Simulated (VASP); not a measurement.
# BaTiO3 (P1) in VASP: single point with PBE

Aim: the single point of BaTiO3 with PBE.

Program: VASP 6.6.1. These are calculated values, not measurements. Logs are shortened: lines on timing, memory, paths and dates and some standing lists are left out, and cuts for length are marked.

## Step 1: The cell of the first run

The typed cell holds 10 atoms: a = 4.004 Å, b = 5.655 Å, c = 5.670 Å, α = 90.00°, β = 90.21°, γ = 90.00°.

## Step 2: Single point, PBE

Contents of INCAR:

```
PREC = Accurate ; ENCUT = 520
EDIFF = 1E-6 ; ISMEAR = -1
SIGMA = 0.05 ; LREAL = F
LASPH = T ; NELM = 100
ALGO = Normal ; ISIF = 2
LWAVE = F ; LCHARG = F
GGA = PE ; NBANDS = 51
```

Contents of KPOINTS:

```
Automatic mesh
0
Gamma
  5 4 4
```

Contents of POSCAR:

```
BaTiO3
1.0
   -2.8276681600     -1.6325549700     -2.3177316100
    2.8276681600     -4.8976649200      0.0000000000
   -2.8276681600     -1.6325549700      4.6354632200
Ba Ti O
2 2 6
Direct
    0.0157454600      0.9951067300      0.9732589900
    0.9842545400      0.5048932700      0.5267410100
    0.5038597100      0.9895382000      0.5036220000
    0.4681402900      0.5104618000      0.0243780000
    0.5305500000      0.2316233900      0.7331572700
    0.4862500000      0.7582766100      0.2399427300
    0.4792171100      0.7573442300      0.7334846100
    0.5375828900      0.2527557700      0.2396153900
    0.9908878400      0.0289311200      0.4795032700
    0.0461121600      0.4710688800      0.0036967300
```

Potentials or basis: VASP PAW PBE potentials, release 64 (Ba_sv, Ti_sv, O).

The run is started by

```bash
> cat potpaw_PBE.64/Ba_sv/POTCAR potpaw_PBE.64/Ti_sv/POTCAR potpaw_PBE.64/O/POTCAR > POTCAR
> mpirun -np 1 vasp_std > vasp.out
```

OUTCAR:

```text
PREC = Accurate
   ENCUT = 520
   EDIFF = 1E-6
   ISMEAR = -1
   LREAL = F
   LASPH = T
   NELM = 100
   ISIF = 2
   GGA = PE

 ion  position               nearest neighbor table
   1  0.016  0.995  0.973-   7 2.67  10 2.70   5 2.72   6 2.76   9 2.81   5 2.81   8 2.84   7 2.87
                             9 2.88   6 2.93   8 2.96  10 2.97   4 3.30   3 3.31   3 3.35   4 3.44
   2  0.984  0.505  0.527-   5 2.66   9 2.71   7 2.71  10 2.72   7 2.74   8 2.80   5 2.92   6 2.94
                             6 2.96   9 2.98  10 2.98   8 3.10   3 3.35   4 3.42   3 3.44   4 3.45
   3  0.504  0.990  0.504-   7 1.85   5 1.89   9 1.97   6 1.99   9 2.07   8 2.12   1 3.31   2 3.35
                             1 3.35   2 3.44   2 3.49   1 3.58   2 3.58   1 3.65
   4  0.468  0.510  0.024-  10 1.71   6 1.86   8 1.92   7 2.16   5 2.30  10 2.33   1 3.30   2 3.42
                             1 3.44   2 3.45   2 3.50   2 3.51   1 3.52   1 3.66
   5  0.531  0.232  0.733-   3 1.89   4 2.30   2 2.66   1 2.72   1 2.81   2 2.92
   6  0.486  0.758  0.240-   4 1.86   3 1.99   1 2.76   1 2.93   2 2.94   2 2.96
   7  0.479  0.757  0.733-   3 1.85   4 2.16   1 2.67   2 2.71   2 2.74   1 2.87
   8  0.538  0.253  0.240-   4 1.92   3 2.12   2 2.80   1 2.84   1 2.96   2 3.10
   9  0.991  0.029  0.480-   3 1.97   3 2.07   2 2.71   1 2.81   1 2.88   2 2.98
  10  0.046  0.471  0.004-   4 1.71   4 2.33   1 2.70   2 2.72   1 2.97   2 2.98

  LATTYP: Found a simple monoclinic cell.
 ALAT       =     4.0041007441
 B/A-ratio  =     1.4123861215
 C/A-ratio  =     1.4160386456
 COS(beta)  =    -0.0036478142

  Lattice vectors:

 A1 = (  -2.8276681600,  -1.6325549700,  -2.3177316100)
 A2 = (   2.8276681600,  -4.8976649200,   0.0000000000)
 A3 = (  -2.8276681600,  -1.6325549700,   4.6354632200)

Analysis of symmetry for initial positions (statically):
=====================================================================
 Subroutine PRICEL returns:
 Original cell was already a primitive cell.

 Routine SETGRP: Setting up the symmetry group for a
 simple monoclinic supercell.

 Subroutine GETGRP returns: Found  1 space group operations
 (whereof  1 operations were pure point group operations)
 out of a pool of  4 trial point group operations.

The static configuration has the point symmetry C_1 .

Analysis of symmetry for dynamics (positions and initial velocities):
=====================================================================
 Subroutine PRICEL returns:
 Original cell was already a primitive cell.

 Routine SETGRP: Setting up the symmetry group for a
[... 126 lines left out ...]
   IBRION =     -1    ionic relax: 0-MD 1-quasi-New 2-CG
   NFREE  =      0    steps in history (QN), initial steepest desc. (CG)
   ISIF   =      2    stress and relaxation
   ISYM   =      2    0-nonsym 1-usesym 2-fastsym
   POTIM  = 0.5000    time-step for ionic-motion
   TEBEG  =    0.0;   TEEND  =   0.0 temperature during run
   PSTRESS=    0.0 pullay stress
   NELECT =      80.0000    total number of electrons
   NUPDOWN=      -1.0000    fix difference up-down
   EMIN   =  10.00;   EMAX   =-10.00  energy-range for DOS
   EFERMI =   0.00;   METHOD = LEGACY
   ISMEAR =    -1;   SIGMA  =   0.05  broadening in eV -4-tet -1-fermi 0-gaus
   EFERMI_NEDOS =   21; number of points for ismear=-14 and -15
   IALGO  =     38    algorithm
   IMIX   =      4    mixing-type and parameters
     AMIX     =   0.40;   BMIX     =  1.00
     AMIX_MAG =   1.60;   BMIX_MAG =  1.00
  volume/ion in A,a.u.               =      12.84        86.64
  Fermi-wavevector in a.u.,A,eV,Ry     =   1.398271  2.642349 26.601582  1.955161
  Thomas-Fermi vector in A             =   2.521445
   LORBIT       =      0    0 simple, 1 ext, 2 COOP (PROOUT), +10 PAW based schemes
   GGA     = PE    functional components
   LHFCALC =     F    Hartree Fock is set to
   AEXX    =    0.0000 exact exchange contribution
   IVDW    =     0    specifies the selected vdW correction
   LEPSILON=     F    determine dielectric tensor
   LRPA    =     F    only Hartree local field effects (RPA)
 non-spin polarized calculation
  energy-cutoff  :      520.00
  volume of cell :      128.39
 maximum number of plane-waves:      3500
 NGX is ok and might be reduce to    30
   NGX = 15   NGY = 21   NGZ = 21

 number of electron      80.0000016 magnetization

 Free energy of the ion-electron system (eV)
  ---------------------------------------------------
  ext. energy  EPLUGINS =         0.00000000
  ---------------------------------------------------
  free energy    TOTEN  =       -78.97988590 eV

  energy without entropy =      -78.97988590  energy(sigma->0) =      -78.97988590

 E-fermi :   5.1014     XC(G=0): -11.2185

 val. band max:        3.9524212104   @ k =   0.4000   0.0000   0.0000
 cond. band min:       6.2305500194   @ k =   0.0000   0.0000   0.0000
 fundamental gap:      2.2781288090
 Fermi energy:         5.1014174155

 k-point     1 :       0.0000    0.0000    0.0000
  band No.  band energies     occupation
      1     -52.4151      2.00000
      2     -52.3976      2.00000
      3     -28.8979      2.00000
      4     -28.7403      2.00000
      5     -28.7280      2.00000
      6     -28.6689      2.00000
[... 1285 lines left out ...]
     50      10.9199      0.00000
     51      11.1969      0.00000

 [... further k-points ...]
[... 5 lines left out ...]
  --------------------------------------------------------------------------------------
  -------------------------------------------------------------------------------------
  Total        8.9099026      7.7639563      8.3295704      1.1445449     -0.2706901      1.6620002
  in kB      111.1841533     96.8842131    103.9423520     14.2824520     -3.3778654     20.7396298
  external PRESSURE =     104.0035728 kB  Pullay stress =       0.0000000 kB

 VOLUME and BASIS-vectors are now :
 -----------------------------------------------------------------------------
  energy-cutoff  :      520.00
  volume of cell :      128.39
      direct lattice vectors                 reciprocal lattice vectors
    -2.827668160 -1.632554970 -2.317731610    -0.176824143 -0.102089467 -0.143818780
     2.827668160 -4.897664920  0.000000000     0.088412072 -0.153134200  0.000000000
    -2.827668160 -1.632554970  4.635463220    -0.088412072 -0.051044733  0.143818780

 POSITION                                       TOTAL-FORCE (eV/Angst)
 -----------------------------------------------------------------------------------
      0.01726     -6.48830      4.47501         0.201954     -0.870720      1.281939
     -2.84492     -4.93958      0.16045         0.009541      0.974916     -1.023145
     -0.05074     -6.49120      1.16671         1.615649     -2.100199     -0.720760
      0.05074     -3.30413     -0.97202        -3.116833      0.670496     -0.986545
     -2.91839     -3.19749      2.16885         0.725338     -0.524982      0.883939
      0.09072     -4.89933     -0.01475        -0.443867      0.291640     -0.433067
     -1.28760     -5.68902      2.28934        -1.446603      0.549225      0.218979
     -1.48295     -2.50673     -0.13524         1.294925     -0.297441     -0.123503
     -4.07597     -2.54219     -0.07389        -1.337390      0.873866     -0.285505
      1.19118     -2.38845     -0.08974         2.497286      0.433198      1.187667
 -----------------------------------------------------------------------------------
    total drift:                               -0.000330      0.000320      0.000646

  FREE ENERGIE OF THE ION-ELECTRON SYSTEM (eV)
  ---------------------------------------------------
  free  energy   TOTEN  =       -78.9798858988 eV

  energy  without entropy=      -78.9798858987  energy(sigma->0) =      -78.97988590
```

Wall time 8.8 min (1 thread of Intel Xeon 8259CL, shared host); peak memory 0.37 GiB.

Results:

| Item | Value |
| --- | --- |
| Free energy | -78.9799 eV |
| Pressure | 10.4 GPa |
| Largest force | 3.337 eV/Å |
| Band gap on the k mesh | 2.28 eV (least direct gap 2.33 eV) |

Forces in eV/Å, atoms in the order of the input:
```
Ba   0.202 -0.871  1.282
Ba   0.010  0.975 -1.023
Ti   1.616 -2.100 -0.721
Ti  -3.117  0.670 -0.987
O    0.725 -0.525  0.884
O   -0.444  0.292 -0.433
O   -1.447  0.549  0.219
O    1.295 -0.297 -0.124
O   -1.337  0.874 -0.286
O    2.497  0.433  1.188
```

Caveat: the cell stands under pressure; spin-orbit coupling is left out, which moves the levels of the heavy elements; forces of over 1 eV/Å act on the atoms, so gaps and moduli don't describe the material at rest. PBE gaps usually lie below the measured ones, often by a third to a half.
